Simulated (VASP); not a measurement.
# TaN (Fm-3m) in VASP: a series of runs, part 2 of 2

VASP 6.6.1.

## (4) Single point, PBEsol

This run uses another cell than the first one, of 9.74 Å³/atom.

The input, INCAR:

```
SYSTEM = TaN
  ALGO = Normal
  EDIFF = 1E-6
  ENCUT = 520
  GGA = PS
  ISIF = 2
  ISMEAR = -1
  LASPH = .True.
  LCHARG = .False.
  LREAL = .False.
  LWAVE = .False.
  NBANDS = 15
  NELM = 80
  PREC = Accurate
  SIGMA = 0.05
```

The input, KPOINTS:

```
k-points
0
Gamma
  10 10 10
  0 0 0
```

The input, POSCAR:

```
TaN
1.0
    0.0000000000      2.1359517850      2.1359517850
    2.1359517850      0.0000000000      2.1359517850
    2.1359517850      2.1359517850      0.0000000000
Ta N
1 1
Direct
    0.5000000000      0.5000000000      0.5000000000
    0.0000000000      0.0000000000      0.0000000000
```

Potentials or basis: VASP PAW PBE potentials, release 64 (Ta_pv, N).

Started as:

```bash
cat potpaw_PBE.64/Ta_pv/POTCAR potpaw_PBE.64/N/POTCAR > POTCAR
mpirun -np 1 vasp_std > vasp.out
```

OUTCAR:

```text
SYSTEM = TaN
   EDIFF = 1E-6
   ENCUT = 520
   GGA = PS
   ISIF = 2
   ISMEAR = -1
   LASPH = .True.
   LREAL = .False.
   NELM = 80
   PREC = Accurate

 ion  position               nearest neighbor table
   1  0.500  0.500  0.500-   2 2.14   2 2.14   2 2.14   2 2.14   2 2.14   2 2.14
   2  0.000  0.000  0.000-   1 2.14   1 2.14   1 2.14   1 2.14   1 2.14   1 2.14

  LATTYP: Found a face centered cubic cell.
 ALAT       =     4.2719035700

  Lattice vectors:

 A1 = (   0.0000000000,   2.1359517850,   2.1359517850)
 A2 = (   2.1359517850,   0.0000000000,   2.1359517850)
[... 609 lines left out ...]
     12      15.1087      0.00000
     13      19.7591      0.00000
     14      22.0691      0.00000
     15      23.0021      0.00000

 [... further k-points ...]
[... 5 lines left out ...]
  --------------------------------------------------------------------------------------
  -------------------------------------------------------------------------------------
  Total        3.8271938      3.8271938      3.8271938      0.0000000      0.0000000     -0.0000000
  in kB      314.6202726    314.6202726    314.6202726      0.0000000      0.0000000     -0.0000000
  external PRESSURE =     314.6202726 kB  Pullay stress =       0.0000000 kB

 VOLUME and BASIS-vectors are now :
 -----------------------------------------------------------------------------
  energy-cutoff  :      520.00
  volume of cell :       19.49
      direct lattice vectors                 reciprocal lattice vectors
     0.000000000  2.135951785  2.135951785    -0.234087681  0.234087681  0.234087681
     2.135951785  0.000000000  2.135951785     0.234087681 -0.234087681  0.234087681
     2.135951785  2.135951785  0.000000000     0.234087681  0.234087681 -0.234087681

 POSITION                                       TOTAL-FORCE (eV/Angst)
 -----------------------------------------------------------------------------------
      2.13595      2.13595      2.13595         0.000000      0.000000      0.000000
      0.00000      0.00000      0.00000        -0.000000     -0.000000     -0.000000
 -----------------------------------------------------------------------------------
    total drift:                                0.000000     -0.000000     -0.000000

  FREE ENERGIE OF THE ION-ELECTRON SYSTEM (eV)
  ---------------------------------------------------
  free  energy   TOTEN  =       -23.0876406051 eV

  energy  without entropy=      -23.0822349026  energy(sigma->0) =      -23.08493775
```

OSZICAR:

```text
N       E                     dE             d eps       ncg     rms          rms(c)
DAV:   1     0.887073915750E+02    0.88707E+02   -0.87922E+03  1418   0.115E+03
DAV:   2    -0.231688441622E+02   -0.11188E+03   -0.10567E+03  1746   0.305E+02
DAV:   3    -0.258859077338E+02   -0.27171E+01   -0.26957E+01  1599   0.449E+01
DAV:   4    -0.258951298335E+02   -0.92221E-02   -0.92201E-02  1817   0.280E+00
DAV:   5    -0.258951880564E+02   -0.58223E-04   -0.58223E-04  1592   0.186E-01    0.292E+01
DAV:   6    -0.231748413492E+02    0.27203E+01   -0.48536E+00  1666   0.256E+01    0.126E+01
DAV:   7    -0.231228805480E+02    0.51961E-01   -0.43019E-01  1767   0.541E+00    0.819E+00
DAV:   8    -0.230933559477E+02    0.29525E-01   -0.12253E-01  1508   0.279E+00    0.176E+00
DAV:   9    -0.230878662664E+02    0.54897E-02   -0.16005E-02  1515   0.101E+00    0.391E-01
DAV:  10    -0.230876953359E+02    0.17093E-03   -0.10121E-03  1676   0.367E-01    0.956E-02
DAV:  11    -0.230876431843E+02    0.52152E-04   -0.12612E-04  1543   0.118E-01    0.354E-02
DAV:  12    -0.230876410053E+02    0.21790E-05   -0.82393E-06  1606   0.269E-02    0.625E-03
DAV:  13    -0.230876406051E+02    0.40021E-06   -0.92570E-07   831   0.762E-03
   1 F= -.23087641E+02 E0= -.23084938E+02  d E =-.540570E-02
```

It took 9.8 s on 1 thread of Intel Xeon Platinum 8488C (Sapphire Rapids), shared host; peak memory 0.14 GiB.

Results:

| Property | Result |
| --- | --- |
| Free energy | -23.0876 eV |
| Pressure | 31.5 GPa |
| Band gap on the k mesh | zero (bands 8 and 9 overlap by 4.58 eV) |

Levels at points of the mesh, in eV from the Fermi level:
```
           k point  band 6  band 7  band 8  band 9  band 10  band 11
(0.00, 0.00, 0.00)   -4.05   -4.05   -2.42   -2.42    -2.42     0.02
(0.50, 0.00, 0.00)   -8.26   -8.26    2.16    2.16     2.28     4.08
(0.50, 0.50, 0.00)   -6.16   -4.81   -4.81    2.36     4.05     4.05
```

Caveat: the cell stands under pressure; the PAW data sets were made with another functional, which shifts forces and pressure a little; spin-orbit coupling is left out, which moves the levels of the heavy elements.

## (5) Single point, PBEsol

This run uses another cell than the first one, of 10.41 Å³/atom.

The input, INCAR:

```
PREC = Accurate
ENCUT = 520
EDIFF = 1E-7
ISMEAR = -1
SIGMA = 0.05
LREAL = False
LASPH = True
NELM = 80
ALGO = Normal
ISIF = 2
LWAVE = False
LCHARG = False
GGA = PS
NBANDS = 15
```

The input, KPOINTS:

```
regular mesh
0
Gamma
  10 10 10
```

The input, POSCAR:

```
TaN
1.0
    0.0000000000      2.1835985740      2.1835985740
    2.1835985740      0.0000000000      2.1835985740
    2.1835985740      2.1835985740      0.0000000000
Ta N
1 1
Direct
    0.5000000000      0.5000000000      0.5000000000
    0.0000000000      0.0000000000      0.0000000000
```

Potentials or basis: VASP PAW PBE potentials, release 64 (Ta_pv, N).

Started as:

```bash
cat potpaw_PBE.64/Ta_pv/POTCAR potpaw_PBE.64/N/POTCAR > POTCAR
mpirun -np 1 vasp_std > vasp.out
```

OUTCAR:

```text
PREC = Accurate
   ENCUT = 520
   EDIFF = 1E-7
   ISMEAR = -1
   LREAL = False
   LASPH = True
   NELM = 80
   ISIF = 2
   GGA = PS

 ion  position               nearest neighbor table
   1  0.500  0.500  0.500-   2 2.18   2 2.18   2 2.18   2 2.18   2 2.18   2 2.18
   2  0.000  0.000  0.000-   1 2.18   1 2.18   1 2.18   1 2.18   1 2.18   1 2.18

  LATTYP: Found a face centered cubic cell.
 ALAT       =     4.3671971480

  Lattice vectors:

 A1 = (   0.0000000000,   2.1835985740,   2.1835985740)
 A2 = (   2.1835985740,   0.0000000000,   2.1835985740)
 A3 = (   2.1835985740,   2.1835985740,   0.0000000000)

Analysis of symmetry for initial positions (statically):
=====================================================================
 Subroutine PRICEL returns:
 Original cell was already a primitive cell.

 Routine SETGRP: Setting up the symmetry group for a
 face centered cubic supercell.

 Subroutine GETGRP returns: Found 48 space group operations
 (whereof 48 operations were pure point group operations)
 out of a pool of 48 trial point group operations.

The static configuration has the point symmetry O_h .

Analysis of symmetry for dynamics (positions and initial velocities):
=====================================================================
 Subroutine PRICEL returns:
 Original cell was already a primitive cell.

 Routine SETGRP: Setting up the symmetry group for a
 face centered cubic supercell.

 Subroutine GETGRP returns: Found 48 space group operations
 (whereof 48 operations were pure point group operations)
 out of a pool of 48 trial point group operations.

The dynamic configuration has the point symmetry O_h .

 Subroutine INISYM returns: Found 48 space group operations
 (whereof 48 operations are pure point group operations),
 and found     1 'primitive' translations

----------------------------------------------------------------------------------------

                                     Primitive cell

  volume of cell :      20.8232

[... 113 lines left out ...]
   GGA     = PS    functional components
   LHFCALC =     F    Hartree Fock is set to
   AEXX    =    0.0000 exact exchange contribution
   IVDW    =     0    specifies the selected vdW correction
   LEPSILON=     F    determine dielectric tensor
   LRPA    =     F    only Hartree local field effects (RPA)
 non-spin polarized calculation
  energy-cutoff  :      520.00
  volume of cell :       20.82
 maximum number of plane-waves:       571
   NGX = 11   NGY = 11   NGZ = 11

 number of electron      16.0000000 magnetization

 Free energy of the ion-electron system (eV)
  ---------------------------------------------------
  ext. energy  EPLUGINS =         0.00000000
  ---------------------------------------------------
  free energy    TOTEN  =       -23.22558320 eV

  energy without entropy =      -23.21971652  energy(sigma->0) =      -23.22264986

 E-fermi :   9.6399     XC(G=0): -13.7053

 val. band max:        9.6397967418   @ k =   0.0000   0.0000   0.0000
 cond. band min:       9.6794221313   @ k =  -0.3000   0.3000   0.1000
 fundamental gap:      0.0396253895
 Fermi energy:         9.6399278318

 k-point     1 :       0.0000    0.0000    0.0000
  band No.  band energies     occupation
      1     -26.0629      2.00000
      2     -26.0629      2.00000
      3     -26.0629      2.00000
      4      -9.3574      2.00000
      5       5.7726      2.00000
      6       5.7726      2.00000
      7       5.7726      2.00000
      8       7.4216      2.00000
      9       7.4216      2.00000
     10       7.4216      2.00000
     11       9.6398      1.00131
     12       9.6398      1.00131
     13      11.3451      0.00000
     14      18.9983      0.00000
[... 401 lines left out ...]
      2     -26.3264      2.00000
      3     -26.2982      2.00000
      4      -7.7339      2.00000
      5       1.5631      2.00000
      6       3.6179      2.00000
      7       4.3556      2.00000
      8       5.6525      2.00000
      9      11.8337      0.00000
     10      12.6492      0.00000
     11      12.7299      0.00000
     12      13.7048      0.00000
     13      18.2469      0.00000
     14      20.4792      0.00000
     15      22.0382      0.00000

 [... further k-points ...]
[... 5 lines left out ...]
  --------------------------------------------------------------------------------------
  -------------------------------------------------------------------------------------
  Total        0.3939705      0.3939705      0.3939705     -0.0000000     -0.0000000      0.0000000
  in kB       30.3127887     30.3127887     30.3127887     -0.0000000     -0.0000000      0.0000000
  external PRESSURE =      30.3127887 kB  Pullay stress =       0.0000000 kB

 VOLUME and BASIS-vectors are now :
 -----------------------------------------------------------------------------
  energy-cutoff  :      520.00
  volume of cell :       20.82
      direct lattice vectors                 reciprocal lattice vectors
     0.000000000  2.183598574  2.183598574    -0.228979816  0.228979816  0.228979816
     2.183598574  0.000000000  2.183598574     0.228979816 -0.228979816  0.228979816
     2.183598574  2.183598574  0.000000000     0.228979816  0.228979816 -0.228979816

 POSITION                                       TOTAL-FORCE (eV/Angst)
 -----------------------------------------------------------------------------------
      2.18360      2.18360      2.18360         0.000000      0.000000      0.000000
      0.00000      0.00000      0.00000        -0.000000     -0.000000     -0.000000
 -----------------------------------------------------------------------------------
    total drift:                                0.000000     -0.000000     -0.000000

  FREE ENERGIE OF THE ION-ELECTRON SYSTEM (eV)
  ---------------------------------------------------
  free  energy   TOTEN  =       -23.2255831969 eV

  energy  without entropy=      -23.2197165194  energy(sigma->0) =      -23.22264986
```

OSZICAR:

```text
N       E                     dE             d eps       ncg     rms          rms(c)
DAV:   1     0.871976471628E+02    0.87198E+02   -0.87223E+03  1418   0.113E+03
DAV:   2    -0.233296588479E+02   -0.11053E+03   -0.10482E+03  1802   0.304E+02
DAV:   3    -0.260037811120E+02   -0.26741E+01   -0.26631E+01  1564   0.439E+01
DAV:   4    -0.260137018705E+02   -0.99208E-02   -0.99184E-02  1879   0.291E+00
DAV:   5    -0.260137657246E+02   -0.63854E-04   -0.63853E-04  1557   0.207E-01    0.254E+01
DAV:   6    -0.233276047986E+02    0.26862E+01   -0.48626E+00  1687   0.251E+01    0.108E+01
DAV:   7    -0.232639393824E+02    0.63665E-01   -0.49029E-01  1683   0.559E+00    0.722E+00
DAV:   8    -0.232311215617E+02    0.32818E-01   -0.14265E-01  1662   0.311E+00    0.151E+00
DAV:   9    -0.232257880525E+02    0.53335E-02   -0.17239E-02  1543   0.103E+00    0.333E-01
DAV:  10    -0.232256266535E+02    0.16140E-03   -0.10561E-03  1683   0.372E-01    0.529E-02
DAV:  11    -0.232255838166E+02    0.42837E-04   -0.89924E-05  1599   0.112E-01    0.169E-02
DAV:  12    -0.232255833705E+02    0.44608E-06   -0.53344E-06  1550   0.218E-02    0.439E-03
DAV:  13    -0.232255831737E+02    0.19673E-06   -0.25741E-07  1627   0.455E-03    0.222E-03
DAV:  14    -0.232255831969E+02   -0.23113E-07   -0.17397E-08   810   0.120E-03
   1 F= -.23225583E+02 E0= -.23222650E+02  d E =-.586668E-02
```

Run time: 11 s. Hardware: 1 thread of Intel Xeon Platinum 8488C (Sapphire Rapids), shared host; peak memory 0.15 GiB.

Results:

| Property | Result |
| --- | --- |
| Free energy | -23.2256 eV |
| Pressure | 3.0 GPa |
| Band gap on the k mesh | zero (bands 8 and 9 overlap by 4.16 eV) |

Levels at points of the mesh, in eV from the Fermi level:
| k point | band 6 | band 7 | band 8 | band 9 | band 10 | band 11 |
| --- | --- | --- | --- | --- | --- | --- |
| (0.00, 0.00, 0.00) | -3.87 | -3.87 | -2.22 | -2.22 | -2.22 | 0.00 |
| (0.50, 0.00, 0.00) | -7.76 | -7.76 | 1.94 | 1.94 | 2.05 | 3.85 |
| (0.50, 0.50, 0.00) | -5.67 | -4.68 | -4.68 | 2.13 | 3.65 | 3.65 |

Caveat: the cell stands under pressure; the PAW data sets were made with another functional, which shifts forces and pressure a little; spin-orbit coupling is left out, which moves the levels of the heavy elements.

## (6) Overview

| task | level | cell | cutoff (eV) | gap on the mesh (eV) | pressure (GPa) |
| --- | --- | --- | --- | --- | --- |
| single point | b88 exchange, pbe correlation | a = 3.122 Å, angles 60.0°, 2 atoms | 600 | none | 0.6 |
| relaxation of cell and atoms | b88 exchange, pbe correlation | relaxed from a = 3.127 Å, angles 60.0°, 2 atoms | 600 | none | 0.0 |
| single point | PBEsol | a = 3.021 Å, angles 60.0°, 2 atoms | 520 | none | 31.5 |
| single point | PBEsol | a = 3.088 Å, angles 60.0°, 2 atoms | 520 | none | 3.0 |

Alike in all rows: potentials or basis VASP PAW PBE potentials, release 64 (Ta_pv, N); no spin polarisation; k mesh 10 × 10 × 10; smearing fermi-dirac 0.05 eV.

Caveats: the PAW data sets were made with another functional, which shifts forces and pressure a little; spin-orbit coupling is left out, which moves the levels of the heavy elements; the cell stands under pressure (at least some runs).

Total energies depend on the potentials used, so only differences within one code and one set of settings carry meaning.
